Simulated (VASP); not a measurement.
# Cd3Se2 (P-3m1) in VASP: a series of runs

Runs on Cd3Se2. Level: PBE. Tasks: single point, relaxation of cell and atoms.

Program: VASP 6.6.1. These are calculated values, not measurements. Logs are shortened: lines on timing, memory, paths and dates and some standing lists are left out, and cuts for length are marked.

**1. The cell of the first run**

Symmetry: P-3m1, No. 164, trigonal system. The conventional cell has a = 4.479 Å, b = 4.479 Å, c = 6.969 Å, α = 90.00°, β = 90.00°, γ = 120.00°. Within 4.1 Å of Cd (site symmetry -3m) lie 6 Se at 3.10 Å and 6 Cd at 3.58 Å. Within 3.6 Å of Cd (site symmetry 3m) lie 4 Se at 2.70 to 2.79 Å and 6 Cd at 3.28 to 3.58 Å. Se (site symmetry 3m) has 7 Cd at 2.70 to 3.10 Å within 3.6 Å.

**2. Single point, PBE**

File INCAR:

```
PREC     = Accurate       # precision mode
ENCUT    = 520            # plane-wave cutoff, eV
EDIFF    = 1E-6           # SCF threshold, eV
ISMEAR   = 0              # smearing method
SIGMA    = 0.1            # smearing width, eV
LREAL    = False          # projectors in reciprocal space
LASPH    = True           # aspherical terms in the spheres
NELM     = 80             # most SCF steps
ALGO     = Normal         # electronic algorithm
ISIF     = 2              # what is computed and relaxed
LWAVE    = False          # write WAVECAR
LCHARG   = False          # write CHGCAR
GGA      = PE             # functional
NBANDS   = 32             # bands
```

File KPOINTS:

```
regular mesh
0
Gamma
  6 6 4
```

File POSCAR:

```
Cd3Se2
1.0
    4.4790867375      0.0000000000      0.0000000000
   -2.2395433687      3.8790029004      0.0000000000
    0.0000000000      0.0000000000      6.9687313961
Cd Se
3 2
Direct
    0.0000000000      0.0000000000      0.0000000000
    0.3333333333      0.6666666667      0.6450000000
    0.6666666667      0.3333333333      0.3550000000
    0.3333333333      0.6666666667      0.2450000000
    0.6666666667      0.3333333333      0.7550000000
```

Potentials or basis: VASP PAW PBE potentials, release 64 (Cd, Se).

Run with:

```sh
$ cat potpaw_PBE.64/Cd/POTCAR potpaw_PBE.64/Se/POTCAR > POTCAR
$ mpirun -np 1 vasp_std > vasp.out
```

OUTCAR:

```text
PREC = Accurate
   ENCUT = 520
   EDIFF = 1E-6
   ISMEAR = 0
   LREAL = False
   LASPH = True
   NELM = 80
   ISIF = 2
   GGA = PE

 ion  position               nearest neighbor table
   1  0.000  0.000  0.000-   4 3.10   5 3.10   4 3.10   5 3.10   5 3.10   4 3.10   2 3.58   3 3.58
                             2 3.58   3 3.58   2 3.58   3 3.58
   2  0.333  0.667  0.645-   5 2.70   5 2.70   5 2.70   4 2.79   3 3.28   3 3.28   3 3.28   1 3.58
                             1 3.58   1 3.58
   3  0.667  0.333  0.355-   4 2.70   4 2.70   4 2.70   5 2.79   2 3.28   2 3.28   2 3.28   1 3.58
                             1 3.58   1 3.58
   4  0.333  0.667  0.245-   3 2.70   3 2.70   3 2.70   2 2.79   1 3.10   1 3.10   1 3.10
   5  0.667  0.333  0.755-   2 2.70   2 2.70   2 2.70   3 2.79   1 3.10   1 3.10   1 3.10

  LATTYP: Found a hexagonal cell.
 ALAT       =     4.4790867375
 C/A-ratio  =     1.5558375634

  Lattice vectors:

 A1 = (   4.4790867375,   0.0000000000,   0.0000000000)
 A2 = (  -2.2395433687,   3.8790029004,   0.0000000000)
 A3 = (   0.0000000000,   0.0000000000,   6.9687313961)

Analysis of symmetry for initial positions (statically):
=====================================================================
 Subroutine PRICEL returns:
 Original cell was already a primitive cell.

 Routine SETGRP: Setting up the symmetry group for a
 hexagonal supercell.

 Subroutine GETGRP returns: Found 12 space group operations
 (whereof 12 operations were pure point group operations)
 out of a pool of 24 trial point group operations.

The static configuration has the point symmetry D_3d.

Analysis of symmetry for dynamics (positions and initial velocities):
=====================================================================
 Subroutine PRICEL returns:
 Original cell was already a primitive cell.

 Routine SETGRP: Setting up the symmetry group for a
 hexagonal supercell.

 Subroutine GETGRP returns: Found 12 space group operations
 (whereof 12 operations were pure point group operations)
 out of a pool of 24 trial point group operations.

The dynamic configuration has the point symmetry D_3d.

 Subroutine INISYM returns: Found 12 space group operations
 (whereof 12 operations are pure point group operations),
 and found     1 'primitive' translations

----------------------------------------------------------------------------------------

                                     Primitive cell

  volume of cell :     121.0775

  direct lattice vectors                    reciprocal lattice vectors
     4.479086738  0.000000000  0.000000000     0.223259798  0.128899104  0.000000000
    -2.239543369  3.879002900  0.000000000     0.000000000  0.257798209  0.000000000
     0.000000000  0.000000000  6.968731396     0.000000000  0.000000000  0.143498141

  length of vectors
     4.479086738  4.479086737  6.968731396     0.257798209  0.257798209  0.143498141

  position of ions in fractional coordinates (direct lattice)
     0.000000000  0.000000000  0.000000000
     0.333333333  0.666666667  0.645000000
     0.666666667  0.333333333  0.355000000
     0.333333333  0.666666667  0.245000000
     0.666666667  0.333333333  0.755000000

  ion indices of the primitive-cell ions
   primitive index   ion index
                 1           1
                 2           2
                 3           3
                 4           4
                 5           5

----------------------------------------------------------------------------------------

 KPOINTS: regular mesh

Automatic generation of k-mesh.
 Grid dimensions read from file:
 generate k-points for:    6    6    4

 Generating k-lattice:

  Cartesian coordinates                     Fractional coordinates (reciprocal lattice)
     0.037209966  0.021483184  0.000000000     0.166666667  0.000000000  0.000000000
     0.000000000  0.042966368  0.000000000     0.000000000  0.166666667  0.000000000
     0.000000000  0.000000000  0.035874535     0.000000000  0.000000000  0.250000000

  Length of vectors
     0.042966368  0.042966368  0.035874535

  Shift w.r.t. Gamma in fractional coordinates (k-lattice)
     0.000000000  0.000000000  0.000000000

 Subroutine IBZKPT returns following result:
 ===========================================

 Found     24 irreducible k-points:

 Following reciprocal coordinates:
            Coordinates               Weight
  0.000000  0.000000  0.000000      1.000000
  0.166667 -0.000000  0.000000      6.000000
  0.333333  0.000000  0.000000      6.000000
  0.500000  0.000000  0.000000      3.000000
  0.166667  0.166667  0.000000      6.000000
  0.333333  0.166667  0.000000     12.000000
[... 16 lines left out ...]
  0.333333  0.166667  0.500000     12.000000
  0.333333  0.333333  0.500000      2.000000
   k-points           NKPTS =     24   k-points in BZ     NKDIM =     24   number of bands    NBANDS=     32
   number of dos      NEDOS =    301   number of ions     NIONS =      5
   total plane-waves  NPLWV =  69984
   dimension x,y,z NGX =    36 NGY =   36 NGZ =   54
   dimension x,y,z NGXF=    72 NGYF=   72 NGZF=  108
   ions per type =               3   2
   NGX,Y,Z   is equivalent  to a cutoff of  13.36, 13.36, 12.88 a.u.
   NGXF,Y,Z  is equivalent  to a cutoff of  26.72, 26.72, 25.76 a.u.
 SYSTEM =  unknown system
   PREC   = accura    normal or accurate (medium, high low for compatibility)
   ISTART =      0    job   : 0-new  1-cont  2-samecut
   ICHARG =      2    charge: 1-file 2-atom 10-const
   ISPIN  =      1    spin polarized calculation?
   LNONCOLLINEAR =      F non collinear calculations
   LSORBIT =      F    spin-orbit coupling
   LASPH  =      T    aspherical Exc in radial PAW
   ENCUT  =  520.0 eV  38.22 Ry    6.18 a.u.   8.33  8.33 12.96*2*pi/ulx,y,z
   NELM   =     80;   NELMIN=  2; NELMDL= -5     # of ELM steps
   EDIFF  = 0.1E-05   stopping-criterion for ELM
   LREAL  =      F    real-space projection
   EDIFFG = 0.1E-04   stopping-criterion for IOM
   NSW    =      0    number of steps for IOM
   IBRION =     -1    ionic relax: 0-MD 1-quasi-New 2-CG
   NFREE  =      0    steps in history (QN), initial steepest desc. (CG)
   ISIF   =      2    stress and relaxation
   ISYM   =      2    0-nonsym 1-usesym 2-fastsym
   POTIM  = 0.5000    time-step for ionic-motion
   TEBEG  =    0.0;   TEEND  =   0.0 temperature during run
   PSTRESS=    0.0 pullay stress
   NELECT =      48.0000    total number of electrons
   NUPDOWN=      -1.0000    fix difference up-down
   EMIN   =  10.00;   EMAX   =-10.00  energy-range for DOS
   EFERMI =   0.00;   METHOD = LEGACY
   ISMEAR =     0;   SIGMA  =   0.10  broadening in eV -4-tet -1-fermi 0-gaus
   EFERMI_NEDOS =   21; number of points for ismear=-14 and -15
   IALGO  =     38    algorithm
   IMIX   =      4    mixing-type and parameters
     AMIX     =   0.40;   BMIX     =  1.00
     AMIX_MAG =   1.60;   BMIX_MAG =  1.00
  volume/ion in A,a.u.               =      24.22       163.41
  Fermi-wavevector in a.u.,A,eV,Ry     =   1.202636  2.272652 19.678555  1.446333
  Thomas-Fermi vector in A             =   2.338412
   LORBIT       =      0    0 simple, 1 ext, 2 COOP (PROOUT), +10 PAW based schemes
   GGA     = PE    functional components
   LHFCALC =     F    Hartree Fock is set to
   AEXX    =    0.0000 exact exchange contribution
   IVDW    =     0    specifies the selected vdW correction
   LEPSILON=     F    determine dielectric tensor
   LRPA    =     F    only Hartree local field effects (RPA)
 non-spin polarized calculation
 Gauss-broadening in eV      SIGMA  =   0.10
  energy-cutoff  :      520.00
  volume of cell :      121.08
 maximum number of plane-waves:      3295
 NGX is ok and might be reduce to    36
   NGX = 17   NGY = 17   NGZ = 25

 number of electron      47.9999989 magnetization

 Free energy of the ion-electron system (eV)
  ---------------------------------------------------
  ext. energy  EPLUGINS =         0.00000000
  ---------------------------------------------------
  free energy    TOTEN  =       -10.09330085 eV

  energy without entropy =      -10.08505643  energy(sigma->0) =      -10.08917864

 E-fermi :   3.3796     XC(G=0):  -9.9009

 val. band max:        3.3690439350   @ k =   0.1667  -0.0000   0.0000
 cond. band min:       3.3866322594   @ k =   0.1667   0.1667   0.0000
 fundamental gap:      0.0175883244
 Fermi energy:         3.3796145650

 k-point     1 :       0.0000    0.0000    0.0000
  band No.  band energies     occupation
      1     -11.0576      2.00000
      2     -10.6128      2.00000
      3      -6.3467      2.00000
      4      -6.3467      2.00000
      5      -6.3003      2.00000
      6      -6.3003      2.00000
[... 24 lines left out ...]
     31       7.8066      0.00000
     32       8.7208      0.00000

 k-point     2 :       0.1667   -0.0000    0.0000
  band No.  band energies     occupation
      1     -10.9698      2.00000
      2     -10.5887      2.00000
      3      -6.3203      2.00000
      4      -6.3179      2.00000
      5      -6.2485      2.00000
      6      -6.2468      2.00000
[... 24 lines left out ...]
     31       8.0459      0.00000
     32       8.8734      0.00000

 k-point     3 :       0.3333    0.0000    0.0000
  band No.  band energies     occupation
      1     -10.7748      2.00000
      2     -10.5534      2.00000
      3      -6.2271      2.00000
      4      -6.2191      2.00000
      5      -6.1779      2.00000
      6      -6.1365      2.00000
[... 24 lines left out ...]
     31       8.8204      0.00000
     32       9.4250      0.00000

 k-point     4 :       0.5000    0.0000    0.0000
  band No.  band energies     occupation
      1     -10.6470      2.00000
      2     -10.5627      2.00000
      3      -6.1854      2.00000
      4      -6.1784      2.00000
      5      -6.1235      2.00000
      6      -6.0686      2.00000
[... 24 lines left out ...]
     31       9.8105      0.00000
     32       9.9705      0.00000

 k-point     5 :       0.1667    0.1667    0.0000
  band No.  band energies     occupation
      1     -10.8285      2.00000
      2     -10.5584      2.00000
      3      -6.2684      2.00000
      4      -6.2305      2.00000
      5      -6.1960      2.00000
      6      -6.1723      2.00000
[... 584 lines left out ...]
     31       8.3416      0.00000
     32       9.2076      0.00000

 k-point    22 :       0.1667    0.1667    0.5000
  band No.  band energies     occupation
      1     -10.7033      2.00000
      2     -10.6716      2.00000
      3      -6.2735      2.00000
      4      -6.2463      2.00000
      5      -6.2108      2.00000
      6      -6.1746      2.00000
[... 24 lines left out ...]
     31       8.3211      0.00000
     32       9.4730      0.00000

 k-point    23 :       0.3333    0.1667    0.5000
  band No.  band energies     occupation
      1     -10.6153      2.00000
      2     -10.5775      2.00000
      3      -6.1959      2.00000
      4      -6.1926      2.00000
      5      -6.1272      2.00000
      6      -6.1022      2.00000
[... 24 lines left out ...]
     31       8.6566      0.00000
     32       9.5545      0.00000

 k-point    24 :       0.3333    0.3333    0.5000
  band No.  band energies     occupation
      1     -10.5669      2.00000
      2     -10.5669      2.00000
      3      -6.1943      2.00000
      4      -6.1154      2.00000
      5      -6.1093      2.00000
      6      -6.1093      2.00000
[... 24 lines left out ...]
     31       9.1682      0.00000
     32       9.1682      0.00000

------------------------ aborting loop because EDIFF is reached ----------------------------------------

  FORCE on cell =-STRESS in cart. coord.  units (eV):
  Direction    XX          YY          ZZ          XY          YZ          ZX
  --------------------------------------------------------------------------------------
  -------------------------------------------------------------------------------------
  Total        4.7852093      4.7852093      5.3904661      0.0000000      0.0000000      0.0000000
  in kB       63.3210657     63.3210657     71.3302258      0.0000000      0.0000000      0.0000000
  external PRESSURE =      65.9907857 kB  Pullay stress =       0.0000000 kB

 VOLUME and BASIS-vectors are now :
 -----------------------------------------------------------------------------
  energy-cutoff  :      520.00
  volume of cell :      121.08
      direct lattice vectors                 reciprocal lattice vectors
     4.479086738  0.000000000  0.000000000     0.223259798  0.128899104  0.000000000
    -2.239543369  3.879002900  0.000000000     0.000000000  0.257798209  0.000000000
     0.000000000  0.000000000  6.968731396     0.000000000  0.000000000  0.143498141

 POSITION                                       TOTAL-FORCE (eV/Angst)
 -----------------------------------------------------------------------------------
      0.00000      0.00000      0.00000        -0.000000      0.000000     -0.000000
     -0.00000      2.58600      4.49483         0.000000     -0.000000      0.117403
      2.23954      1.29300      2.47390        -0.000000      0.000000     -0.117403
     -0.00000      2.58600      1.70734        -0.000000     -0.000000     -0.252278
      2.23954      1.29300      5.26139        -0.000000      0.000000      0.252278
 -----------------------------------------------------------------------------------
    total drift:                               -0.000000     -0.000000      0.000000

  FREE ENERGIE OF THE ION-ELECTRON SYSTEM (eV)
  ---------------------------------------------------
  free  energy   TOTEN  =       -10.0933008489 eV

  energy  without entropy=      -10.0850564273  energy(sigma->0) =      -10.08917864
```

Run time: 61 s. Hardware: 1 thread of Intel Xeon 6975P-C (Granite Rapids), shared host; peak memory 0.28 GiB.

What came out:

| Property | Result |
| --- | --- |
| Free energy | -10.0933 eV |
| Pressure | 6.6 GPa |
| Largest force | 0.252 eV/Å |
| Band gap on the k mesh | zero (bands 24 and 25 overlap by 1.71 eV) |

Forces on the atoms (eV/Å):
```
Cd   0.000  0.000  0.000
Cd   0.000  0.000  0.117
Cd   0.000  0.000 -0.117
Se   0.000  0.000 -0.252
Se   0.000  0.000  0.252
```

Caveat: the cell stands under pressure.

**3. Single point, PBE**

This run uses another cell than the first one, of 32.81 Å³/atom.

File INCAR:

```
SYSTEM = Cd3Se2
PREC = Accurate ; ENCUT = 520
EDIFF = 1E-7 ; ISMEAR = 0
SIGMA = 0.1 ; LREAL = .False.
LASPH = .True. ; NELM = 60
ALGO = Normal ; ISIF = 2
LWAVE = .False. ; LCHARG = .True.
GGA = PE ; LELF = .True.
LVHAR = .True. ; NBANDS = 32
```

File KPOINTS:

```
Automatic mesh
0
Gamma
  6 6 4
  0 0 0
```

File POSCAR:

```
Cd3Se2
1.0
    4.4691995516      0.0000000000      0.0000000000
   -2.2345997758      3.8704403463      0.0000000000
    0.0000000000      0.0000000000      9.4834022326
Cd Se
3 2
Direct
    0.0000000000      0.0000000000      0.0000000000
    0.3333333333      0.6666666667      0.6158831093
    0.6666666667      0.3333333333      0.3841168907
    0.3333333333      0.6666666667      0.3110323471
    0.6666666667      0.3333333333      0.6889676529
```

Potentials or basis: VASP PAW PBE potentials, release 64 (Cd, Se).

Run with:

```sh
$ cat potpaw_PBE.64/Cd/POTCAR potpaw_PBE.64/Se/POTCAR > POTCAR
$ mpirun -np 1 vasp_std > vasp.out
```

It took 92 s on 1 thread of Intel Xeon 6975P-C (Granite Rapids), shared host; peak memory 0.35 GiB.

Results (log left out):

* Free energy: -10.7053 eV
* Pressure: 0.3 GPa
* Largest force: 0.062 eV/Å
* Band gap on the k mesh: 0.17 eV (least direct gap 0.33 eV)

Forces in eV/Å, atoms in the order of the input:
```
Cd   0.000  0.000  0.000
Cd   0.000  0.000 -0.004
Cd   0.000  0.000  0.004
Se   0.000  0.000 -0.062
Se   0.000  0.000  0.062
```

Stress tensor (GPa, compression positive):
```
0.28 0.00 0.00
0.00 0.28 0.00
0.00 0.00 0.48
```

Levels at points of the mesh, in eV from the valence-band top:
| k point | band 20 | band 21 | band 22 | band 23 | band 24 | band 25 | band 26 | band 27 | band 28 | band 29 |
| --- | --- | --- | --- | --- | --- | --- | --- | --- | --- | --- |
| (0.00, 0.00, 0.00) | -1.55 | -1.55 | -1.46 | -1.08 | -1.08 | 0.40 | 1.36 | 4.04 | 4.88 | 4.88 |
| (0.50, 0.00, 0.00) | -2.66 | -2.66 | -1.84 | -1.83 | -0.11 | 1.60 | 2.03 | 2.91 | 3.31 | 4.63 |
| (0.00, 0.00, 0.50) | -1.56 | -1.56 | -1.07 | -1.07 | -0.15 | 0.17 | 0.51 | 4.83 | 4.83 | 4.83 |
| (0.50, 0.00, 0.50) | -2.64 | -2.54 | -1.86 | -1.69 | -0.53 | 1.72 | 2.04 | 2.60 | 3.99 | 4.56 |

[end of part 1 of 2]
